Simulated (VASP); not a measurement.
# ZrS2 (P-3m1) in VASP: a series of runs

The runs below take ZrS2 through single point, with PBEsol.

Everything below comes from runs of VASP 6.6.1. Logs are shortened: lines on timing, memory, paths and dates and some standing lists are left out, and cuts for length are marked.

## 1. The cell of the first run

The structure is trigonal, space group P-3m1 (No. 164). The conventional cell has a = 3.691 Å, b = 3.691 Å, c = 6.041 Å, α = 90.00°, β = 90.00°, γ = 120.00°. Within 3.4 Å of Zr (site symmetry -3m) lie 6 S at 2.57 Å. S (site symmetry 3m) has 3 Zr at 2.57 Å within 3.4 Å.

## 2. Single point, PBEsol

INCAR reads:

```
SYSTEM = ZrS2
  ALGO = Normal
  EDIFF = 1E-6
  ENCUT = 500
  GGA = PS
  GGA_COMPAT = .FALSE.
  ISIF = 2
  ISMEAR = 0
  LASPH = .TRUE.
  LCHARG = .FALSE.
  LREAL = .FALSE.
  LWAVE = .FALSE.
  NBANDS = 19
  NELM = 120
  PREC = Accurate
  SIGMA = 0.01
```

KPOINTS reads:

```
k-points
0
G
  5 5 3
  0 0 0
```

POSCAR reads:

```
ZrS2
1.0
    3.6913830000      0.0000000000      0.0000000000
   -1.8456915000      3.1968314531      0.0000000000
    0.0000000000      0.0000000000      6.0410770000
Zr S
1 2
Direct
    0.0000000000      0.0000000000      0.0000000000
    0.6666666667      0.3333333333      0.7620900000
    0.3333333333      0.6666666667      0.2379100000
```

Potentials or basis: VASP PAW PBE potentials, release 64 (Zr_sv, S).

On the command line:

```bash
cat potpaw_PBE.64/Zr_sv/POTCAR potpaw_PBE.64/S/POTCAR > POTCAR
mpirun -np 1 vasp_std > vasp.out
```

OUTCAR:

```text
SYSTEM = ZrS2
   EDIFF = 1E-6
   ENCUT = 500
   GGA = PS
   ISIF = 2
   ISMEAR = 0
   LASPH = .TRUE.
   LREAL = .FALSE.
   NELM = 120
   PREC = Accurate

 ion  position               nearest neighbor table
   1  0.000  0.000  0.000-   2 2.57   3 2.57   2 2.57   3 2.57   2 2.57   3 2.57
   2  0.667  0.333  0.762-   1 2.57   1 2.57   1 2.57
   3  0.333  0.667  0.238-   1 2.57   1 2.57   1 2.57

  LATTYP: Found a hexagonal cell.
 ALAT       =     3.6913830000
 C/A-ratio  =     1.6365348705

  Lattice vectors:

 A1 = (   3.6913830000,   0.0000000000,   0.0000000000)
 A2 = (  -1.8456915000,   3.1968314531,   0.0000000000)
 A3 = (   0.0000000000,   0.0000000000,   6.0410770000)

Analysis of symmetry for initial positions (statically):
=====================================================================
 Subroutine PRICEL returns:
 Original cell was already a primitive cell.

 Routine SETGRP: Setting up the symmetry group for a
 hexagonal supercell.

 Subroutine GETGRP returns: Found 12 space group operations
 (whereof 12 operations were pure point group operations)
 out of a pool of 24 trial point group operations.

The static configuration has the point symmetry D_3d.

Analysis of symmetry for dynamics (positions and initial velocities):
=====================================================================
 Subroutine PRICEL returns:
 Original cell was already a primitive cell.

 Routine SETGRP: Setting up the symmetry group for a
 hexagonal supercell.

 Subroutine GETGRP returns: Found 12 space group operations
 (whereof 12 operations were pure point group operations)
 out of a pool of 24 trial point group operations.

The dynamic configuration has the point symmetry D_3d.

 Subroutine INISYM returns: Found 12 space group operations
 (whereof 12 operations are pure point group operations),
 and found     1 'primitive' translations

----------------------------------------------------------------------------------------

                                     Primitive cell

  volume of cell :      71.2891

  direct lattice vectors                    reciprocal lattice vectors
     3.691383000  0.000000000  0.000000000     0.270901177  0.156404868  0.000000000
    -1.845691500  3.196831453  0.000000000     0.000000000  0.312809735  0.000000000
     0.000000000  0.000000000  6.041077000     0.000000000  0.000000000  0.165533397

  length of vectors
     3.691383000  3.691383000  6.041077000     0.312809735  0.312809735  0.165533397

  position of ions in fractional coordinates (direct lattice)
     0.000000000  0.000000000  0.000000000
     0.666666667  0.333333333  0.762090000
     0.333333333  0.666666667  0.237910000

  ion indices of the primitive-cell ions
   primitive index   ion index
                 1           1
                 2           2
                 3           3

----------------------------------------------------------------------------------------

 KPOINTS: k-points

Automatic generation of k-mesh.
 Grid dimensions read from file:
 generate k-points for:    5    5    3

 Generating k-lattice:

  Cartesian coordinates                     Fractional coordinates (reciprocal lattice)
     0.054180235  0.031280974  0.000000000     0.200000000  0.000000000  0.000000000
     0.000000000  0.062561947  0.000000000     0.000000000  0.200000000  0.000000000
     0.000000000  0.000000000  0.055177799     0.000000000  0.000000000  0.333333333

  Length of vectors
     0.062561947  0.062561947  0.055177799

  Shift w.r.t. Gamma in fractional coordinates (k-lattice)
     0.000000000  0.000000000  0.000000000

 Subroutine IBZKPT returns following result:
 ===========================================

 Found     12 irreducible k-points:

 Following reciprocal coordinates:
            Coordinates               Weight
  0.000000  0.000000  0.000000      1.000000
  0.200000  0.000000  0.000000      6.000000
  0.400000  0.000000  0.000000      6.000000
  0.200000  0.200000  0.000000      6.000000
  0.400000  0.200000  0.000000      6.000000
  0.000000  0.000000  0.333333      2.000000
  0.200000  0.000000  0.333333      6.000000
  0.000000  0.200000  0.333333      6.000000
  0.400000  0.000000  0.333333      6.000000
  0.000000  0.400000  0.333333      6.000000
  0.200000  0.200000  0.333333     12.000000
  0.400000  0.200000  0.333333     12.000000
   k-points           NKPTS =     12   k-points in BZ     NKDIM =     12   number of bands    NBANDS=     19
   number of dos      NEDOS =    301   number of ions     NIONS =      3
   total plane-waves  NPLWV =  37632
   dimension x,y,z NGX =    28 NGY =   28 NGZ =   48
   dimension x,y,z NGXF=    56 NGYF=   56 NGZF=   96
   ions per type =               1   2
   NGX,Y,Z   is equivalent  to a cutoff of  12.61, 12.61, 13.21 a.u.
   NGXF,Y,Z  is equivalent  to a cutoff of  25.22, 25.22, 26.42 a.u.
 SYSTEM =  ZrS2
   PREC   = accura    normal or accurate (medium, high low for compatibility)
   ISTART =      0    job   : 0-new  1-cont  2-samecut
   ICHARG =      2    charge: 1-file 2-atom 10-const
   ISPIN  =      1    spin polarized calculation?
   LNONCOLLINEAR =      F non collinear calculations
   LSORBIT =      F    spin-orbit coupling
   LASPH  =      T    aspherical Exc in radial PAW
   ENCUT  =  500.0 eV  36.75 Ry    6.06 a.u.   6.73  6.73 11.01*2*pi/ulx,y,z
   NELM   =    120;   NELMIN=  2; NELMDL= -5     # of ELM steps
   EDIFF  = 0.1E-05   stopping-criterion for ELM
   LREAL  =      F    real-space projection
   EDIFFG = 0.1E-04   stopping-criterion for IOM
   NSW    =      0    number of steps for IOM
   IBRION =     -1    ionic relax: 0-MD 1-quasi-New 2-CG
   NFREE  =      0    steps in history (QN), initial steepest desc. (CG)
   ISIF   =      2    stress and relaxation
   ISYM   =      2    0-nonsym 1-usesym 2-fastsym
   POTIM  = 0.5000    time-step for ionic-motion
   TEBEG  =    0.0;   TEEND  =   0.0 temperature during run
   PSTRESS=    0.0 pullay stress
   NELECT =      24.0000    total number of electrons
   NUPDOWN=      -1.0000    fix difference up-down
   EMIN   =  10.00;   EMAX   =-10.00  energy-range for DOS
   EFERMI =   0.00;   METHOD = LEGACY
   ISMEAR =     0;   SIGMA  =   0.01  broadening in eV -4-tet -1-fermi 0-gaus
   EFERMI_NEDOS =   21; number of points for ismear=-14 and -15
   IALGO  =     38    algorithm
   IMIX   =      4    mixing-type and parameters
     AMIX     =   0.40;   BMIX     =  1.00
     AMIX_MAG =   1.60;   BMIX_MAG =  1.00
  volume/ion in A,a.u.               =      23.76       160.36
  Fermi-wavevector in a.u.,A,eV,Ry     =   1.138861  2.152136 17.646825  1.297005
  Thomas-Fermi vector in A             =   2.275565
   LORBIT       =      0    0 simple, 1 ext, 2 COOP (PROOUT), +10 PAW based schemes
   GGA     = PS    functional components
   LHFCALC =     F    Hartree Fock is set to
   AEXX    =    0.0000 exact exchange contribution
   IVDW    =     0    specifies the selected vdW correction
   LEPSILON=     F    determine dielectric tensor
   LRPA    =     F    only Hartree local field effects (RPA)
 non-spin polarized calculation
 Gauss-broadening in eV      SIGMA  =   0.01
  energy-cutoff  :      500.00
  volume of cell :       71.29
 maximum number of plane-waves:      1820
 NGX is ok and might be reduce to    28
   NGX = 13   NGY = 13   NGZ = 23

 number of electron      23.9999999 magnetization

 Free energy of the ion-electron system (eV)
  ---------------------------------------------------
  ext. energy  EPLUGINS =         0.00000000
  ---------------------------------------------------
  free energy    TOTEN  =       -22.51074358 eV

  energy without entropy =      -22.51074358  energy(sigma->0) =      -22.51074358

 E-fermi :   4.1581     XC(G=0):  -9.5117

 val. band max:        4.0064580825   @ k =   0.0000   0.0000   0.0000
 cond. band min:       5.0932929361   @ k =   0.0000   0.4000   0.3333
 fundamental gap:      1.0868348536
 Fermi energy:         4.1581106781

 k-point     1 :       0.0000    0.0000    0.0000
  band No.  band energies     occupation
      1     -44.8369      2.00000
      2     -22.9333      2.00000
      3     -22.7777      2.00000
      4     -22.7777      2.00000
      5      -8.5106      2.00000
      6      -7.0941      2.00000
[... 11 lines left out ...]
     18       9.6343      0.00000
     19       9.8084      0.00000

 k-point     2 :       0.2000    0.0000    0.0000
  band No.  band energies     occupation
      1     -44.8308      2.00000
      2     -22.9148      2.00000
      3     -22.8655      2.00000
      4     -22.7967      2.00000
      5      -8.1342      2.00000
      6      -7.1829      2.00000
[... 11 lines left out ...]
     18      11.0441      0.00000
     19      11.7556      0.00000

 k-point     3 :       0.4000    0.0000    0.0000
  band No.  band energies     occupation
      1     -44.8209      2.00000
      2     -23.0051      2.00000
      3     -22.8832      2.00000
      4     -22.8272      2.00000
      5      -7.5697      2.00000
      6      -7.1862      2.00000
[... 11 lines left out ...]
     18      11.1519      0.00000
     19      11.7958      0.00000

 k-point     4 :       0.2000    0.2000    0.0000
  band No.  band energies     occupation
      1     -44.8228      2.00000
      2     -22.9552      2.00000
      3     -22.8906      2.00000
      4     -22.8444      2.00000
      5      -7.5970      2.00000
      6      -7.2814      2.00000
[... 11 lines left out ...]
     18      12.1099      0.00000
     19      13.1054      0.00000

 k-point     5 :       0.4000    0.2000    0.0000
  band No.  band energies     occupation
      1     -44.8178      2.00000
      2     -22.9970      2.00000
      3     -22.8879      2.00000
      4     -22.8742      2.00000
      5      -7.3863      2.00000
      6      -7.1700      2.00000
[... 11 lines left out ...]
     18      11.8780      0.00000
     19      12.3400      0.00000

 k-point     6 :       0.0000    0.0000    0.3333
  band No.  band energies     occupation
      1     -44.8369      2.00000
      2     -22.9336      2.00000
      3     -22.7777      2.00000
      4     -22.7777      2.00000
      5      -8.3760      2.00000
      6      -7.3068      2.00000
[... 11 lines left out ...]
     18      10.0677      0.00000
     19      10.7937      0.00000

 k-point     7 :       0.2000    0.0000    0.3333
  band No.  band energies     occupation
      1     -44.8308      2.00000
      2     -22.9151      2.00000
      3     -22.8655      2.00000
      4     -22.7967      2.00000
      5      -8.0011      2.00000
      6      -7.3582      2.00000
[... 11 lines left out ...]
     18      11.5192      0.00000
     19      12.0755      0.00000

 k-point     8 :       0.0000    0.2000    0.3333
  band No.  band energies     occupation
      1     -44.8308      2.00000
      2     -22.9150      2.00000
      3     -22.8655      2.00000
      4     -22.7967      2.00000
      5      -8.0233      2.00000
      6      -7.3275      2.00000
[... 11 lines left out ...]
     18      11.3330      0.00000
     19      12.0264      0.00000

 k-point     9 :       0.4000    0.0000    0.3333
  band No.  band energies     occupation
      1     -44.8209      2.00000
      2     -23.0051      2.00000
      3     -22.8833      2.00000
      4     -22.8272      2.00000
      5      -7.5539      2.00000
      6      -7.2015      2.00000
[... 11 lines left out ...]
     18      10.2110      0.00000
     19      11.7893      0.00000

 k-point    10 :       0.0000    0.4000    0.3333
  band No.  band energies     occupation
      1     -44.8209      2.00000
      2     -23.0051      2.00000
      3     -22.8833      2.00000
      4     -22.8272      2.00000
      5      -7.6272      2.00000
      6      -7.1101      2.00000
[... 11 lines left out ...]
     18      10.3798      0.00000
     19      11.1562      0.00000

 k-point    11 :       0.2000    0.2000    0.3333
  band No.  band energies     occupation
      1     -44.8228      2.00000
      2     -22.9552      2.00000
      3     -22.8908      2.00000
      4     -22.8444      2.00000
      5      -7.5215      2.00000
      6      -7.3592      2.00000
[... 11 lines left out ...]
     18      12.1197      0.00000
     19      12.5334      0.00000

 k-point    12 :       0.4000    0.2000    0.3333
  band No.  band energies     occupation
      1     -44.8178      2.00000
      2     -22.9970      2.00000
      3     -22.8879      2.00000
      4     -22.8743      2.00000
      5      -7.4220      2.00000
      6      -7.1313      2.00000
[... 11 lines left out ...]
     18      11.2712      0.00000
     19      12.2607      0.00000

------------------------ aborting loop because EDIFF is reached ----------------------------------------

  FORCE on cell =-STRESS in cart. coord.  units (eV):
  Direction    XX          YY          ZZ          XY          YZ          ZX
  --------------------------------------------------------------------------------------
  -------------------------------------------------------------------------------------
  Total       -1.2551876     -1.2551876     -0.6165142     -0.0000000      0.0000000      0.0000000
  in kB      -28.2095399    -28.2095399    -13.8557619     -0.0000000      0.0000000      0.0000000
  external PRESSURE =     -23.4249473 kB  Pullay stress =       0.0000000 kB

 VOLUME and BASIS-vectors are now :
 -----------------------------------------------------------------------------
  energy-cutoff  :      500.00
  volume of cell :       71.29
      direct lattice vectors                 reciprocal lattice vectors
     3.691383000  0.000000000  0.000000000     0.270901177  0.156404868  0.000000000
    -1.845691500  3.196831453  0.000000000     0.000000000  0.312809735  0.000000000
     0.000000000  0.000000000  6.041077000     0.000000000  0.000000000  0.165533397

 POSITION                                       TOTAL-FORCE (eV/Angst)
 -----------------------------------------------------------------------------------
      0.00000      0.00000      0.00000         0.000000     -0.000000      0.000000
      1.84569      1.06561      4.60384         0.000000      0.000000      0.150353
     -0.00000      2.13122      1.43723        -0.000000     -0.000000     -0.150353
 -----------------------------------------------------------------------------------
    total drift:                                0.000000      0.000000     -0.000000

  FREE ENERGIE OF THE ION-ELECTRON SYSTEM (eV)
  ---------------------------------------------------
  free  energy   TOTEN  =       -22.5107435839 eV

  energy  without entropy=      -22.5107435839  energy(sigma->0) =      -22.51074358
```

Wall time 36 s (1 thread of AMD EPYC, shared host); peak memory 0.15 GiB.

Results:

* Free energy: -22.5107 eV
* Pressure: -2.3 GPa
* Largest force: 0.150 eV/Å
* Band gap on the k mesh: 1.09 eV (least direct gap 1.57 eV)

Forces in eV/Å, atoms in the order of the input:
```
Zr   0.000  0.000  0.000
S    0.000  0.000  0.150
S    0.000  0.000 -0.150
```

Stress tensor (GPa, compression positive):
```
-2.82  0.00  0.00
 0.00 -2.82  0.00
 0.00  0.00 -1.39
```

Caveat: the PAW data sets were made with another functional, which shifts forces and pressure a little; an odd mesh through Γ misses points on the zone boundary, where band edges can lie; this functional lacks dispersion, which binds the layers, so the pressure and a relaxed spacing across them are unreliable.

## 3. Single point, PBEsol

INCAR reads:

```
PREC = Accurate
ENCUT = 500
EDIFF = 1E-6
ISMEAR = 0
SIGMA = 0.01
LREAL = False
LASPH = True
NELM = 120
ALGO = Normal
ISIF = 2
LWAVE = False
LCHARG = False
GGA = PS
NBANDS = 19
GGA_COMPAT = False
```

KPOINTS reads:

```
regular mesh
0
Gamma
  7 7 4
```

POSCAR is that of step 2.

Potentials or basis: VASP PAW PBE potentials, release 64 (Zr_sv, S).

On the command line:

```bash
cat potpaw_PBE.64/Zr_sv/POTCAR potpaw_PBE.64/S/POTCAR > POTCAR
mpirun -np 1 vasp_std > vasp.out
```

Run time: 71 s. Hardware: 1 thread of AMD EPYC, shared host; peak memory 0.16 GiB.

Results (log left out):

```
Free energy            : -22.5333 eV
Pressure               : -2.5 GPa
Largest force          : 0.137 eV/Å
Band gap on the k mesh : 1.02 eV (least direct gap 1.59 eV)
```

Forces in eV/Å, atoms in the order of the input:
```
Zr   0.000  0.000  0.000
S    0.000  0.000  0.137
S    0.000  0.000 -0.137
```

Stress tensor (GPa, compression positive):
```
-3.05  0.00  0.00
 0.00 -3.05  0.00
 0.00  0.00 -1.29
```

Levels at points of the mesh, in eV from the valence-band top:
```tsv
k point	band 10	band 11	band 12	band 13	band 14	band 15
(0.00, 0.00, 0.00)	-0.07	-0.07	-0.04	1.55	1.55	2.39
(0.00, 0.00, 0.50)	-1.60	-0.17	-0.17	1.52	1.52	2.70
```

Caveat: the PAW data sets were made with another functional, which shifts forces and pressure a little; an odd mesh through Γ misses points on the zone boundary, where band edges can lie; this functional lacks dispersion, which binds the layers, so the pressure and a relaxed spacing across them are unreliable.
